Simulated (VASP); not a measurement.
# Al2O3 (Pnnm) in VASP: a series of runs

Al2O3 is run at these levels: LDA; tasks: single point.

Everything below comes from runs of VASP 6.6.1. Logs are shortened: lines on timing, memory, paths and dates and some standing lists are left out, and cuts for length are marked.

## 1. The cell of the first run

The structure is orthorhombic, space group Pnnm (No. 58). Conventional cell: a = 4.614 Å, b = 9.563 Å, c = 3.120 Å, α = 90.00°, β = 90.00°, γ = 90.00°. Within 2.2 Å of Al (site symmetry m) lie 4 O at 1.68 to 1.82 Å. O (site symmetry m) has 3 Al at 1.82 Å within 2.4 Å. Within 2.2 Å of O (site symmetry 2/m) lie 2 Al at 1.68 Å.

## 2. Single point, LDA

INCAR

```
SYSTEM = Al2O3
PREC = Accurate
ENCUT = 520
EDIFF = 1E-7
ISMEAR = 0
SIGMA = 0.1
LREAL = .FALSE.
LASPH = .TRUE.
NELM = 100
ALGO = Normal
ISIF = 2
LWAVE = .FALSE.
LCHARG = .FALSE.
GGA = CA
NBANDS = 35
```

KPOINTS

```
regular mesh
0
G
  4 2 6
  0 0 0
```

POSCAR

```
Al2O3
1.0
    4.6137770000      0.0000000000      0.0000000000
    0.0000000000      9.5632790000      0.0000000000
    0.0000000000      0.0000000000      3.1198620000
Al O
4 6
Direct
    0.5170250000      0.3245730000      0.5000000000
    0.4829750000      0.6754270000      0.5000000000
    0.0170250000      0.1754270000      0.0000000000
    0.9829750000      0.8245730000      0.0000000000
    0.8763650000      0.2469500000      0.5000000000
    0.0000000000      0.0000000000      0.0000000000
    0.6236350000      0.7469500000      0.0000000000
    0.3763650000      0.2530500000      0.0000000000
    0.1236350000      0.7530500000      0.5000000000
    0.5000000000      0.5000000000      0.5000000000
```

Potentials or basis: VASP PAW LDA potentials, release 64 (Al, O).

Run with:

```console
$ cat potpaw_LDA.64/Al/POTCAR potpaw_LDA.64/O/POTCAR > POTCAR
$ mpirun -np 1 vasp_std > vasp.out
```

OUTCAR:

```text
SYSTEM = Al2O3
   PREC = Accurate
   ENCUT = 520
   EDIFF = 1E-7
   ISMEAR = 0
   LREAL = .FALSE.
   LASPH = .TRUE.
   NELM = 100
   ISIF = 2
   GGA = CA

 ion  position               nearest neighbor table
   1  0.517  0.325  0.500-  10 1.68   5 1.82   8 1.82   8 1.82   3 3.13   3 3.13   3 3.13   3 3.13
                             2 3.36
   2  0.483  0.675  0.500-  10 1.68   9 1.82   7 1.82   7 1.82   4 3.13   4 3.13   4 3.13   4 3.13
                             1 3.36
   3  0.017  0.175  0.000-   6 1.68   8 1.82   5 1.82   5 1.82   1 3.13   1 3.13   1 3.13   1 3.13
                             4 3.36
   4  0.983  0.825  0.000-   6 1.68   7 1.82   9 1.82   9 1.82   2 3.13   2 3.13   2 3.13   2 3.13
                             3 3.36
   5  0.876  0.247  0.500-   1 1.82   3 1.82   3 1.82
   6  0.000  0.000  0.000-   3 1.68   4 1.68
   7  0.624  0.747  0.000-   4 1.82   2 1.82   2 1.82
   8  0.376  0.253  0.000-   3 1.82   1 1.82   1 1.82
   9  0.124  0.753  0.500-   2 1.82   4 1.82   4 1.82
  10  0.500  0.500  0.500-   1 1.68   2 1.68

  LATTYP: Found a simple orthorhombic cell.
 ALAT       =     3.1198620000
 B/A-ratio  =     1.4788400897
 C/A-ratio  =     3.0652891057

  Lattice vectors:

 A1 = (   0.0000000000,   0.0000000000,   3.1198620000)
 A2 = (   4.6137770000,   0.0000000000,   0.0000000000)
 A3 = (   0.0000000000,   9.5632790000,   0.0000000000)

Analysis of symmetry for initial positions (statically):
=====================================================================
 Subroutine PRICEL returns:
 Original cell was already a primitive cell.

 Routine SETGRP: Setting up the symmetry group for a
 simple orthorhombic supercell.

 Subroutine GETGRP returns: Found  8 space group operations
 (whereof  4 operations were pure point group operations)
 out of a pool of  8 trial point group operations.

The static configuration has the point symmetry C_2h.
 The point group associated with its full space group is D_2h.

Analysis of symmetry for dynamics (positions and initial velocities):
=====================================================================
 Subroutine PRICEL returns:
 Original cell was already a primitive cell.

 Routine SETGRP: Setting up the symmetry group for a
 simple orthorhombic supercell.

 Subroutine GETGRP returns: Found  8 space group operations
 (whereof  4 operations were pure point group operations)
 out of a pool of  8 trial point group operations.

The dynamic configuration has the point symmetry C_2h.
 The point group associated with its full space group is D_2h.

 Subroutine INISYM returns: Found  8 space group operations
 (whereof  4 operations are pure point group operations),
 and found     1 'primitive' translations

----------------------------------------------------------------------------------------

                                     Primitive cell

  volume of cell :     137.6572

  direct lattice vectors                    reciprocal lattice vectors
     4.613777000  0.000000000  0.000000000     0.216742162  0.000000000  0.000000000
     0.000000000  9.563279000  0.000000000     0.000000000  0.104566645  0.000000000
     0.000000000  0.000000000  3.119862000     0.000000000  0.000000000  0.320526998

  length of vectors
     4.613777000  9.563279000  3.119862000     0.216742162  0.104566645  0.320526998

  position of ions in fractional coordinates (direct lattice)
     0.517025000  0.324573000  0.500000000
     0.482975000  0.675427000  0.500000000
     0.017025000  0.175427000  0.000000000
     0.982975000  0.824573000  0.000000000
     0.876365000  0.246950000  0.500000000
     0.000000000  0.000000000  0.000000000
     0.623635000  0.746950000  0.000000000
     0.376365000  0.253050000  0.000000000
     0.123635000  0.753050000  0.500000000
     0.500000000  0.500000000  0.500000000

  ion indices of the primitive-cell ions
   primitive index   ion index
                 1           1
                 2           2
                 3           3
                 4           4
                 5           5
                 6           6
                 7           7
                 8           8
                 9           9
                10          10

----------------------------------------------------------------------------------------

 KPOINTS: regular mesh

Automatic generation of k-mesh.
 Grid dimensions read from file:
 generate k-points for:    4    2    6

 Generating k-lattice:

  Cartesian coordinates                     Fractional coordinates (reciprocal lattice)
     0.054185540  0.000000000  0.000000000     0.250000000  0.000000000  0.000000000
     0.000000000  0.052283322  0.000000000     0.000000000  0.500000000  0.000000000
     0.000000000  0.000000000  0.053421166     0.000000000  0.000000000  0.166666667

  Length of vectors
     0.054185540  0.052283322  0.053421166

  Shift w.r.t. Gamma in fractional coordinates (k-lattice)
     0.000000000  0.000000000  0.000000000

 Subroutine IBZKPT returns following result:
 ===========================================

 Found     24 irreducible k-points:

 Following reciprocal coordinates:
            Coordinates               Weight
  0.000000  0.000000  0.000000      1.000000
  0.250000  0.000000  0.000000      2.000000
  0.500000  0.000000  0.000000      1.000000
  0.000000  0.500000  0.000000      1.000000
  0.250000  0.500000  0.000000      2.000000
  0.500000  0.500000  0.000000      1.000000
[... 16 lines left out ...]
  0.250000  0.500000  0.500000      2.000000
  0.500000  0.500000  0.500000      1.000000
   k-points           NKPTS =     24   k-points in BZ     NKDIM =     24   number of bands    NBANDS=     35
   number of dos      NEDOS =    301   number of ions     NIONS =     10
   total plane-waves  NPLWV =  62208
   dimension x,y,z NGX =    36 NGY =   72 NGZ =   24
   dimension x,y,z NGXF=    72 NGYF=  144 NGZF=   48
   ions per type =               4   6
   NGX,Y,Z   is equivalent  to a cutoff of  12.97, 12.52, 12.79 a.u.
   NGXF,Y,Z  is equivalent  to a cutoff of  25.94, 25.03, 25.58 a.u.
 SYSTEM =  Al2O3
   PREC   = accura    normal or accurate (medium, high low for compatibility)
   ISTART =      0    job   : 0-new  1-cont  2-samecut
   ICHARG =      2    charge: 1-file 2-atom 10-const
   ISPIN  =      1    spin polarized calculation?
   LNONCOLLINEAR =      F non collinear calculations
   LSORBIT =      F    spin-orbit coupling
   LASPH  =      T    aspherical Exc in radial PAW
   ENCUT  =  520.0 eV  38.22 Ry    6.18 a.u.   8.58 17.78  5.80*2*pi/ulx,y,z
   NELM   =    100;   NELMIN=  2; NELMDL= -5     # of ELM steps
   EDIFF  = 0.1E-06   stopping-criterion for ELM
   LREAL  =      F    real-space projection
   EDIFFG = 0.1E-05   stopping-criterion for IOM
   NSW    =      0    number of steps for IOM
   IBRION =     -1    ionic relax: 0-MD 1-quasi-New 2-CG
   NFREE  =      0    steps in history (QN), initial steepest desc. (CG)
   ISIF   =      2    stress and relaxation
   ISYM   =      2    0-nonsym 1-usesym 2-fastsym
   POTIM  = 0.5000    time-step for ionic-motion
   TEBEG  =    0.0;   TEEND  =   0.0 temperature during run
   PSTRESS=    0.0 pullay stress
   NELECT =      48.0000    total number of electrons
   NUPDOWN=      -1.0000    fix difference up-down
   EMIN   =  10.00;   EMAX   =-10.00  energy-range for DOS
   EFERMI =   0.00;   METHOD = LEGACY
   ISMEAR =     0;   SIGMA  =   0.10  broadening in eV -4-tet -1-fermi 0-gaus
   EFERMI_NEDOS =   21; number of points for ismear=-14 and -15
   IALGO  =     38    algorithm
   IMIX   =      4    mixing-type and parameters
     AMIX     =   0.40;   BMIX     =  1.00
     AMIX_MAG =   1.60;   BMIX_MAG =  1.00
  volume/ion in A,a.u.               =      13.77        92.90
  Fermi-wavevector in a.u.,A,eV,Ry     =   1.152274  2.177482 18.064926  1.327735
  Thomas-Fermi vector in A             =   2.288926
   LORBIT       =      0    0 simple, 1 ext, 2 COOP (PROOUT), +10 PAW based schemes
   GGA     = CA    functional components
   LHFCALC =     F    Hartree Fock is set to
   AEXX    =    0.0000 exact exchange contribution
   IVDW    =     0    specifies the selected vdW correction
   LEPSILON=     F    determine dielectric tensor
   LRPA    =     F    only Hartree local field effects (RPA)
 non-spin polarized calculation
 Gauss-broadening in eV      SIGMA  =   0.10
  energy-cutoff  :      520.00
  volume of cell :      137.66
 maximum number of plane-waves:      3737
 NGX is ok and might be reduce to    36
   NGX = 17   NGY = 35   NGZ = 11

 number of electron      48.0000029 magnetization

 Free energy of the ion-electron system (eV)
  ---------------------------------------------------
  ext. energy  EPLUGINS =         0.00000000
  ---------------------------------------------------
  free energy    TOTEN  =       -80.66350356 eV

  energy without entropy =      -80.66350356  energy(sigma->0) =      -80.66350356

 E-fermi :   2.0123     XC(G=0):  -9.3198

 val. band max:        1.5139384671   @ k =   0.0000   0.0000   0.0000
 cond. band min:       4.8648369063   @ k =   0.0000   0.0000   0.0000
 fundamental gap:      3.3508984392
 Fermi energy:         2.0123421232

 k-point     1 :       0.0000    0.0000    0.0000
  band No.  band energies     occupation
      1     -17.1440      2.00000
      2     -17.0656      2.00000
      3     -15.7602      2.00000
      4     -15.7306      2.00000
      5     -14.4957      2.00000
      6     -14.3723      2.00000
[... 27 lines left out ...]
     34      11.9766      0.00000
     35      13.1611      0.00000

 k-point     2 :       0.2500    0.0000    0.0000
  band No.  band energies     occupation
      1     -16.9710      2.00000
      2     -16.8950      2.00000
      3     -16.0033      2.00000
      4     -15.9561      2.00000
      5     -14.4640      2.00000
      6     -14.3816      2.00000
[... 27 lines left out ...]
     34      11.6779      0.00000
     35      12.3812      0.00000
[... 796 lines left out ...]
     34      12.0042      0.00000
     35      12.1959      0.00000

 k-point    24 :       0.5000    0.5000    0.5000
  band No.  band energies     occupation
      1     -16.0739      2.00000
      2     -16.0739      2.00000
      3     -16.0644      2.00000
      4     -16.0644      2.00000
      5     -14.2673      2.00000
      6     -14.2673      2.00000
[... 27 lines left out ...]
     34      11.7550      0.00000
     35      11.8888      0.00000

------------------------ aborting loop because EDIFF is reached ----------------------------------------

  FORCE on cell =-STRESS in cart. coord.  units (eV):
  Direction    XX          YY          ZZ          XY          YZ          ZX
  --------------------------------------------------------------------------------------
  -------------------------------------------------------------------------------------
  Total       -3.5390956     -3.4919818     -8.0784845     -0.0000000      0.0000000      0.0000000
  in kB      -41.1911642    -40.6428114    -94.0246380     -0.0000000      0.0000000      0.0000000
  external PRESSURE =     -58.6195378 kB  Pullay stress =       0.0000000 kB

 VOLUME and BASIS-vectors are now :
 -----------------------------------------------------------------------------
  energy-cutoff  :      520.00
  volume of cell :      137.66
      direct lattice vectors                 reciprocal lattice vectors
     4.613777000  0.000000000  0.000000000     0.216742162  0.000000000  0.000000000
     0.000000000  9.563279000  0.000000000     0.000000000  0.104566645  0.000000000
     0.000000000  0.000000000  3.119862000     0.000000000  0.000000000  0.320526998

 POSITION                                       TOTAL-FORCE (eV/Angst)
 -----------------------------------------------------------------------------------
      2.38544      3.10398      1.55993         0.078411     -0.055899     -0.000000
      2.22834      6.45930      1.55993        -0.078411      0.055899      0.000000
      0.07855      1.67766      0.00000         0.078411      0.055899     -0.000000
      4.53523      7.88562      0.00000        -0.078411     -0.055899      0.000000
      4.04335      2.36165      1.55993        -0.193388     -0.016243     -0.000000
      0.00000      0.00000      0.00000         0.000000      0.000000      0.000000
      2.87731      7.14329      0.00000         0.193388     -0.016243      0.000000
      1.73646      2.41999      0.00000        -0.193388      0.016243     -0.000000
      0.57042      7.20163      1.55993         0.193388      0.016243      0.000000
      2.30689      4.78164      1.55993         0.000000      0.000000      0.000000
 -----------------------------------------------------------------------------------
    total drift:                                0.000000     -0.000000     -0.000000

  FREE ENERGIE OF THE ION-ELECTRON SYSTEM (eV)
  ---------------------------------------------------
  free  energy   TOTEN  =       -80.6635035587 eV

  energy  without entropy=      -80.6635035587  energy(sigma->0) =      -80.66350356
```

Wall time 2.8 min (1 thread of AMD EPYC 7R43 (Zen 3), shared host); peak memory 0.2 GiB.

Results:

```
Free energy            : -80.6635 eV
Pressure               : -5.9 GPa
Largest force          : 0.194 eV/Å
Band gap on the k mesh : 3.35 eV, direct
```

Forces on the atoms (eV/Å):
```
Al   0.078 -0.056  0.000
Al  -0.078  0.056  0.000
Al   0.078  0.056  0.000
Al  -0.078 -0.056  0.000
O   -0.193 -0.016  0.000
O    0.000  0.000  0.000
O    0.193 -0.016  0.000
O   -0.193  0.016  0.000
O    0.193  0.016  0.000
O    0.000  0.000  0.000
```

## 3. Single point, LDA

This run uses another cell than the first one, of 13.08 Å³/atom, 0.950 times its volume.

INCAR

```
SYSTEM = Al2O3
PREC     = Accurate       ! precision mode
ENCUT    = 520            ! plane-wave cutoff, eV
EDIFF    = 1E-6           ! SCF threshold, eV
ISMEAR   = 0              ! smearing method
SIGMA    = 0.05           ! smearing width, eV
LREAL    = .FALSE.        ! projectors in reciprocal space
LASPH    = .TRUE.         ! aspherical terms in the spheres
NELM     = 100            ! most SCF steps
ALGO     = Normal         ! electronic algorithm
ISIF     = 2              ! what is computed and relaxed
LWAVE    = .FALSE.        ! write WAVECAR
LCHARG   = .FALSE.        ! write CHGCAR
NBANDS   = 35             ! bands
```

KPOINTS

```
Automatic mesh
0
G
  8 5 3
  0 0 0
```

POSCAR

```
Al2O3
1.0
    0.0000000000      0.0000000000     -2.9745878627
   -4.5925858775      0.0000000000      0.0000000000
    0.0000000000      9.5731209242      0.0000000000
Al O
4 6
Direct
    0.5000000000      0.5861211782      0.3309999354
    0.5000000000      0.4138788218      0.6690000646
    0.0000000000      0.0861211782      0.1690000646
    0.0000000000      0.9138788218      0.8309999354
    0.5000000000      0.2684446126      0.2226862106
    0.0000000000      1.0000000000      0.0000000000
    0.0000000000      0.2315553874      0.7226862106
    0.0000000000      0.7684446126      0.2773137894
    0.5000000000      0.7315553874      0.7773137894
    0.5000000000      0.5000000000      0.5000000000
```

Potentials or basis: VASP PAW LDA potentials, release 64 (Al, O).

Run with:

```console
$ cat potpaw_LDA.64/Al/POTCAR potpaw_LDA.64/O/POTCAR > POTCAR
$ mpirun -np 1 vasp_std > vasp.out
```

Wall time 1.9 min (1 thread of Intel Xeon 6975P-C, shared host); peak memory 0.24 GiB.

Results (log left out):

* Free energy: -80.9457 eV
* Pressure: 0.8 GPa
* Largest force: 0.083 eV/Å
* Band gap on the k mesh: 3.46 eV, direct

Forces in eV/Å, atoms in the order of the input:
```
Al  -0.024 -0.079  0.000
Al   0.024  0.079  0.000
Al  -0.024  0.079  0.000
Al   0.024 -0.079  0.000
O   -0.014  0.007  0.000
O    0.000  0.000  0.000
O    0.014  0.007  0.000
O   -0.014 -0.007  0.000
O    0.014 -0.007  0.000
O    0.000  0.000  0.000
```

Stress tensor (GPa, compression positive):
```
0.50 0.00 0.00
0.00 1.37 0.00
0.00 0.00 0.63
```

Levels at points of the mesh, in eV from the valence-band top:
```tsv
k point	band 21	band 22	band 23	band 24	band 25	band 26	band 27	band 28
(0.00, 0.00, 0.00)	-1.38	-0.57	-0.06	0.00	3.46	5.28	6.21	6.30
(0.50, 0.00, 0.00)	-1.58	-1.58	-0.76	-0.76	6.84	6.84	7.35	7.35
```

A k mesh can miss the band edges. A hybrid or GW would open this gap; LDA tends to underestimate it.
